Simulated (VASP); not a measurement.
Here is a VASP 6.6.1 calculation.

INCAR

```
PREC = Accurate
ENCUT = 520
EDIFF = 1E-7
ISMEAR = 0
SIGMA = 0.05
LREAL = F
LASPH = T
NELM = 60
ALGO = Normal
ISIF = 2
LWAVE = F
LCHARG = F
GGA = PE
NBANDS = 26
```

Contents of KPOINTS:

```
Automatic mesh
0
Gamma
  8 4 4
```

File POSCAR:

```
AlN
1.0
   -3.1302014491      0.0000101348      0.0000103076
    0.0000165238     -0.0000171499     -5.0177520631
    0.0000175540     -5.4215351754     -0.0000185298
Al N
4 4
Direct
    0.5000123669      0.9982643392      0.1666671367
   -0.0000026143      0.9982748829      0.6666622838
    0.0000052793      0.4982683166      0.3333346863
    0.4999868819      0.4982757575      0.8333398041
    0.5000049770      0.6167277329      0.1666705587
   -0.0000237936      0.6167341372      0.6666707732
    0.0000165758      0.1167255573      0.3333272686
    0.5000003271      0.1167292763      0.8333274889
```

Potentials or basis: VASP PAW PBE potentials, release 64 (Al, N).

Command:

```sh
$ cat potpaw_PBE.64/Al/POTCAR potpaw_PBE.64/N/POTCAR > POTCAR
$ mpirun -np 1 vasp_std > vasp.out
```

(1) What does it give for the pressure?

(2) Estimate the band gap on the k mesh.

Answers

(1) -0.2 GPa.

(2) 4.04 eV.
